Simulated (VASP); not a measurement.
# Pt (Fm-3m) in VASP: single point with PBEsol

Aim: the single point of Pt with PBEsol.

Program: VASP 6.6.1. These are calculated values, not measurements. Logs are shortened: lines on timing, memory, paths and dates and some standing lists are left out, and cuts for length are marked.

## 1. The cell of the first run

It takes space group Fm-3m (No. 225, cubic). The conventional cell has a = 3.922 Å, b = 3.922 Å, c = 3.922 Å, α = 90.00°, β = 90.00°, γ = 90.00°. Pt (site symmetry m-3m) has 12 Pt at 2.77 Å within 3.7 Å.

## 2. Single point, PBEsol

Input file INCAR:

```
SYSTEM = Pt
PREC = Accurate
ENCUT = 500
EDIFF = 1E-6
ISMEAR = -1
SIGMA = 0.1
LREAL = .False.
LASPH = .True.
NELM = 120
ALGO = Normal
ISIF = 2
LWAVE = .False.
LCHARG = .False.
GGA = PS
NBANDS = 11
GGA_COMPAT = .False.
```

Input file KPOINTS:

```
regular mesh
0
Gamma
  12 12 12
  0 0 0
```

Input file POSCAR:

```
Pt
1.0
    0.0000000000      1.9609000000      1.9609000000
    1.9609000000      0.0000000000      1.9609000000
    1.9609000000      1.9609000000      0.0000000000
Pt
1
Direct
    0.0000000000      0.0000000000      0.0000000000
```

Potentials or basis: VASP PAW PBE potentials, release 64 (Pt).

Command:

```console
$ cat potpaw_PBE.64/Pt/POTCAR > POTCAR
$ mpirun -np 1 vasp_std > vasp.out
```

OUTCAR:

```text
SYSTEM = Pt
   PREC = Accurate
   ENCUT = 500
   EDIFF = 1E-6
   ISMEAR = -1
   LREAL = .False.
   LASPH = .True.
   NELM = 120
   ISIF = 2
   GGA = PS

 ion  position               nearest neighbor table
   1  0.000  0.000  0.000-

  LATTYP: Found a face centered cubic cell.
 ALAT       =     3.9218000000

  Lattice vectors:

 A1 = (   0.0000000000,   1.9609000000,   1.9609000000)
 A2 = (   1.9609000000,   0.0000000000,   1.9609000000)
 A3 = (   1.9609000000,   1.9609000000,   0.0000000000)

Analysis of symmetry for initial positions (statically):
=====================================================================
 Subroutine PRICEL returns:
 Original cell was already a primitive cell.

 Routine SETGRP: Setting up the symmetry group for a
 face centered cubic supercell.

 Subroutine GETGRP returns: Found 48 space group operations
 (whereof 48 operations were pure point group operations)
 out of a pool of 48 trial point group operations.

The static configuration has the point symmetry O_h .

Analysis of symmetry for dynamics (positions and initial velocities):
=====================================================================
 Subroutine PRICEL returns:
 Original cell was already a primitive cell.

 Routine SETGRP: Setting up the symmetry group for a
 face centered cubic supercell.

 Subroutine GETGRP returns: Found 48 space group operations
 (whereof 48 operations were pure point group operations)
 out of a pool of 48 trial point group operations.

The dynamic configuration has the point symmetry O_h .

 Subroutine INISYM returns: Found 48 space group operations
 (whereof 48 operations are pure point group operations),
 and found     1 'primitive' translations

----------------------------------------------------------------------------------------

                                     Primitive cell

  volume of cell :      15.0798

  direct lattice vectors                    reciprocal lattice vectors
     0.000000000  1.960900000  1.960900000    -0.254984956  0.254984956  0.254984956
     1.960900000  0.000000000  1.960900000     0.254984956 -0.254984956  0.254984956
     1.960900000  1.960900000  0.000000000     0.254984956  0.254984956 -0.254984956

  length of vectors
     2.773131374  2.773131374  2.773131374     0.441646899  0.441646899  0.441646899

  position of ions in fractional coordinates (direct lattice)
     0.000000000  0.000000000  0.000000000

  ion indices of the primitive-cell ions
   primitive index   ion index
                 1           1

----------------------------------------------------------------------------------------

 KPOINTS: regular mesh

Automatic generation of k-mesh.
 Grid dimensions read from file:
 generate k-points for:   12   12   12

 Generating k-lattice:

  Cartesian coordinates                     Fractional coordinates (reciprocal lattice)
    -0.021248746  0.021248746  0.021248746     0.083333333  0.000000000  0.000000000
     0.021248746 -0.021248746  0.021248746     0.000000000  0.083333333  0.000000000
     0.021248746  0.021248746 -0.021248746     0.000000000  0.000000000  0.083333333

  Length of vectors
     0.036803908  0.036803908  0.036803908

  Shift w.r.t. Gamma in fractional coordinates (k-lattice)
     0.000000000  0.000000000  0.000000000

 Subroutine IBZKPT returns following result:
 ===========================================

 Found     72 irreducible k-points:

 Following reciprocal coordinates:
            Coordinates               Weight
  0.000000  0.000000  0.000000      1.000000
  0.083333  0.000000  0.000000      8.000000
  0.166667  0.000000  0.000000      8.000000
  0.250000  0.000000  0.000000      8.000000
  0.333333  0.000000  0.000000      8.000000
  0.416667  0.000000  0.000000      8.000000
[... 16 lines left out ...]
  0.500000  0.166667  0.000000     24.000000
 -0.416667  0.166667  0.000000     24.000000
 [... further k-points ...]
   k-points           NKPTS =     72   k-points in BZ     NKDIM =     72   number of bands    NBANDS=     11
   number of dos      NEDOS =    301   number of ions     NIONS =      1
   total plane-waves  NPLWV =   8000
   dimension x,y,z NGX =    20 NGY =   20 NGZ =   20
   dimension x,y,z NGXF=    40 NGYF=   40 NGZF=   40
   ions per type =               1
   NGX,Y,Z   is equivalent  to a cutoff of  11.99, 11.99, 11.99 a.u.
   NGXF,Y,Z  is equivalent  to a cutoff of  23.98, 23.98, 23.98 a.u.
 SYSTEM =  Pt
   PREC   = accura    normal or accurate (medium, high low for compatibility)
   ISTART =      0    job   : 0-new  1-cont  2-samecut
   ICHARG =      2    charge: 1-file 2-atom 10-const
   ISPIN  =      1    spin polarized calculation?
   LNONCOLLINEAR =      F non collinear calculations
   LSORBIT =      F    spin-orbit coupling
   LASPH  =      T    aspherical Exc in radial PAW
   ENCUT  =  500.0 eV  36.75 Ry    6.06 a.u.   5.06  5.06  5.06*2*pi/ulx,y,z
   NELM   =    120;   NELMIN=  2; NELMDL= -5     # of ELM steps
   EDIFF  = 0.1E-05   stopping-criterion for ELM
   LREAL  =      F    real-space projection
   EDIFFG = 0.1E-04   stopping-criterion for IOM
   NSW    =      0    number of steps for IOM
   IBRION =     -1    ionic relax: 0-MD 1-quasi-New 2-CG
   NFREE  =      0    steps in history (QN), initial steepest desc. (CG)
   ISIF   =      2    stress and relaxation
   ISYM   =      2    0-nonsym 1-usesym 2-fastsym
   POTIM  = 0.5000    time-step for ionic-motion
   TEBEG  =    0.0;   TEEND  =   0.0 temperature during run
   PSTRESS=    0.0 pullay stress
   NELECT =      10.0000    total number of electrons
   NUPDOWN=      -1.0000    fix difference up-down
   EMIN   =  10.00;   EMAX   =-10.00  energy-range for DOS
   EFERMI =   0.00;   METHOD = LEGACY
   ISMEAR =    -1;   SIGMA  =   0.10  broadening in eV -4-tet -1-fermi 0-gaus
   EFERMI_NEDOS =   21; number of points for ismear=-14 and -15
   IALGO  =     38    algorithm
   IMIX   =      4    mixing-type and parameters
     AMIX     =   0.40;   BMIX     =  1.00
     AMIX_MAG =   1.60;   BMIX_MAG =  1.00
  volume/ion in A,a.u.               =      15.08       101.76
  Fermi-wavevector in a.u.,A,eV,Ry     =   1.427609  2.697791 27.729605  2.038068
  Thomas-Fermi vector in A             =   2.547760
   LORBIT       =      0    0 simple, 1 ext, 2 COOP (PROOUT), +10 PAW based schemes
   GGA     = PS    functional components
   LHFCALC =     F    Hartree Fock is set to
   AEXX    =    0.0000 exact exchange contribution
   IVDW    =     0    specifies the selected vdW correction
   LEPSILON=     F    determine dielectric tensor
   LRPA    =     F    only Hartree local field effects (RPA)
 non-spin polarized calculation
  energy-cutoff  :      500.00
  volume of cell :       15.08
 maximum number of plane-waves:       392
   NGX = 11   NGY = 11   NGZ = 11

 number of electron      10.0000001 magnetization

 Free energy of the ion-electron system (eV)
  ---------------------------------------------------
  ext. energy  EPLUGINS =         0.00000000
  ---------------------------------------------------
  free energy    TOTEN  =        -6.99371906 eV

  energy without entropy =       -6.94200624  energy(sigma->0) =       -6.96786265

 E-fermi :  11.1315     XC(G=0): -13.6273

 val. band max:       11.1267628295   @ k =   0.4167   0.4167   0.0000
 cond. band min:      11.1361216540   @ k =   0.4167   0.3333   0.0000
 fundamental gap:      0.0093588245
 Fermi energy:        11.1315147638

 k-point     1 :       0.0000    0.0000    0.0000
  band No.  band energies     occupation
      1       0.8006      2.00000
      2       7.2995      2.00000
      3       7.2995      2.00000
      4       7.2995      2.00000
      5       9.4787      2.00000
      6       9.4787      2.00000
      7      25.7209      0.00000
      8      30.6782      0.00000
      9      30.6782      0.00000
     10      30.6782      0.00000
     11      35.9745      0.00000

 k-point     2 :       0.0833    0.0000    0.0000
  band No.  band energies     occupation
      1       1.0783      2.00000
      2       7.1777      2.00000
      3       7.4077      2.00000
      4       7.4077      2.00000
      5       9.4202      2.00000
      6       9.4202      2.00000
      7      26.1484      0.00000
      8      29.3424      0.00000
      9      31.1057      0.00000
     10      31.1057      0.00000
     11      37.3492      0.00000

 k-point     3 :       0.1667    0.0000    0.0000
  band No.  band energies     occupation
      1       1.8494      2.00000
      2       6.9332      2.00000
      3       7.6287      2.00000
      4       7.6287      2.00000
      5       9.3716      2.00000
      6       9.3716      2.00000
      7      26.9653      0.00000
      8      27.1480      0.00000
      9      32.2936      0.00000
     10      32.2936      0.00000
     11      35.9921      0.00000

 k-point     4 :       0.2500    0.0000    0.0000
  band No.  band energies     occupation
      1       2.8544      2.00000
      2       6.9346      2.00000
      3       7.6769      2.00000
      4       7.6769      2.00000
      5       9.6516      2.00000
      6       9.6516      2.00000
      7      24.3575      0.00000
      8      27.4593      0.00000
      9      33.7121      0.00000
     10      33.7121      0.00000
     11      34.5825      0.00000

 k-point     5 :       0.3333    0.0000    0.0000
  band No.  band energies     occupation
      1       3.5434      2.00000
      2       7.5009      2.00000
      3       7.5009      2.00000
      4       7.7711      2.00000
      5      10.2797      1.99960
      6      10.2797      1.99960
      7      21.3748      0.00000
      8      26.4859      0.00000
      9      32.4407      0.00000
     10      32.4407      0.00000
     11      36.1316      0.00000

 k-point     6 :       0.4167    0.0000    0.0000
  band No.  band energies     occupation
      1       3.7212      2.00000
      2       7.3135      2.00000
      3       7.3135      2.00000
      4       9.4416      2.00000
      5      10.8956      1.82725
      6      10.8956      1.82725
      7      18.4280      0.00000
      8      25.5861      0.00000
      9      30.6943      0.00000
     10      30.6943      0.00000
     11      38.6287      0.00000

 k-point     7 :       0.5000    0.0000    0.0000
  band No.  band energies     occupation
      1       3.7303      2.00000
      2       7.2397      2.00000
      3       7.2397      2.00000
      4      10.5474      1.99420
      5      11.1516      0.89981
      6      11.1516      0.89980
      7      16.9064      0.00000
      8      25.2725      0.00000
      9      30.0408      0.00000
     10      30.0408      0.00000
     11      39.4786      0.00000

 k-point     8 :       0.0833    0.0833    0.0000
  band No.  band energies     occupation
      1       1.1718      2.00000
      2       7.0561      2.00000
      3       7.4925      2.00000
      4       7.4925      2.00000
      5       9.2082      2.00000
      6       9.5773      2.00000
      7      26.3043      0.00000
      8      29.7691      0.00000
      9      30.7302      0.00000
     10      30.7302      0.00000
     11      38.1054      0.00000
[... 141 lines left out ...]
 k-point    19 :       0.1667    0.1667    0.0000
  band No.  band energies     occupation
      1       2.2122      2.00000
      2       6.4435      2.00000
      3       8.0600      2.00000
      4       8.0600      2.00000
      5       8.5548      2.00000
      6       9.8537      1.99999
      7      27.8867      0.00000
      8      28.8383      0.00000
      9      30.2592      0.00000
     10      30.2592      0.00000
     11      37.1214      0.00000

 k-point    20 :       0.2500    0.1667    0.0000
  band No.  band energies     occupation
      1       3.0307      2.00000
      2       6.1272      2.00000
      3       7.8995      2.00000
      4       8.3666      2.00000
      5       8.8985      2.00000
      6      10.1016      1.99993
      7      26.9633      0.00000
      8      28.7586      0.00000
      9      29.6835      0.00000
     10      30.6463      0.00000
     11      34.8038      0.00000

 k-point    21 :       0.3333    0.1667    0.0000
  band No.  band energies     occupation
      1       3.9415      2.00000
      2       6.0982      2.00000
      3       7.4057      2.00000
      4       8.3879      2.00000
      5      10.0263      1.99997
      6      10.5891      1.99122
      7      23.8967      0.00000
      8      28.1421      0.00000
      9      29.0002      0.00000
     10      31.0082      0.00000
     11      35.3911      0.00000

 k-point    22 :       0.4167    0.1667    0.0000
  band No.  band energies     occupation
      1       4.4003      2.00000
      2       6.6206      2.00000
      3       7.1589      2.00000
      4       8.2065      2.00000
      5      11.0865      1.22124
      6      11.6176      0.01537
      7      20.4993      0.00000
      8      27.0307      0.00000
      9      28.4019      0.00000
     10      30.2767      0.00000
     11      37.7381      0.00000

 k-point    23 :       0.5000    0.1667    0.0000
  band No.  band energies     occupation
      1       4.4922      2.00000
      2       6.6432      2.00000
      3       7.8745      2.00000
      4       8.0160      2.00000
      5      11.2134      0.61215
      6      13.5429      0.00000
      7      17.5167      0.00000
      8      26.2671      0.00000
      9      28.4786      0.00000
     10      28.8985      0.00000
     11      38.4235      0.00000

 k-point    24 :      -0.4167    0.1667    0.0000
  band No.  band energies     occupation
      1       4.5507      2.00000
      2       6.6576      2.00000
      3       7.9268      2.00000
      4       8.1885      2.00000
      5      10.8120      1.92133
      6      14.0994      0.00000
      7      17.0892      0.00000
      8      25.8795      0.00000
      9      27.9770      0.00000
     10      29.6057      0.00000
     11      37.9579      0.00000

 [... further k-points ...]
[... 5 lines left out ...]
  --------------------------------------------------------------------------------------
  -------------------------------------------------------------------------------------
  Total       -0.0722167     -0.0722167     -0.0722167      0.0000000      0.0000000      0.0000000
  in kB       -7.6727655     -7.6727655     -7.6727655      0.0000000      0.0000000      0.0000000
  external PRESSURE =      -7.6727655 kB  Pullay stress =       0.0000000 kB

 VOLUME and BASIS-vectors are now :
 -----------------------------------------------------------------------------
  energy-cutoff  :      500.00
  volume of cell :       15.08
      direct lattice vectors                 reciprocal lattice vectors
     0.000000000  1.960900000  1.960900000    -0.254984956  0.254984956  0.254984956
     1.960900000  0.000000000  1.960900000     0.254984956 -0.254984956  0.254984956
     1.960900000  1.960900000  0.000000000     0.254984956  0.254984956 -0.254984956

 POSITION                                       TOTAL-FORCE (eV/Angst)
 -----------------------------------------------------------------------------------
      0.00000      0.00000      0.00000        -0.000000     -0.000000     -0.000000
 -----------------------------------------------------------------------------------
    total drift:                               -0.000000      0.000000      0.000000

  FREE ENERGIE OF THE ION-ELECTRON SYSTEM (eV)
  ---------------------------------------------------
  free  energy   TOTEN  =        -6.9937190587 eV

  energy  without entropy=       -6.9420062408  energy(sigma->0) =       -6.96786265
```

It took 15 s on 1 thread of Intel Xeon Platinum 8259CL at 2.50GHz (Skylake/Cascade Lake), shared host; peak memory 0.13 GiB.

What came out:

```yaml
Free_energy: -6.9937 eV
Pressure: -0.8 GPa
Band_gap_on_the_k_mesh: zero (band 5 reaches 11.60 eV, above the bottom of band 6 at 9.37 eV)
```

Levels at points of the mesh, in eV from the Fermi level:
```csv
k point,band 2,band 3,band 4,band 5,band 6,band 7,band 8,band 9
"(0.00, 0.00, 0.00)",-3.83,-3.83,-3.83,-1.65,-1.65,14.59,19.55,19.55
"(0.50, 0.00, 0.00)",-3.89,-3.89,-0.58,0.02,0.02,5.77,14.14,18.91
"(0.50, 0.50, 0.00)",-6.68,-0.01,0.47,0.47,1.67,8.80,11.30,11.30
```

Caveat: the PAW data sets were made with another functional, which shifts forces and pressure a little; spin-orbit coupling is left out, which moves the levels of the heavy elements.
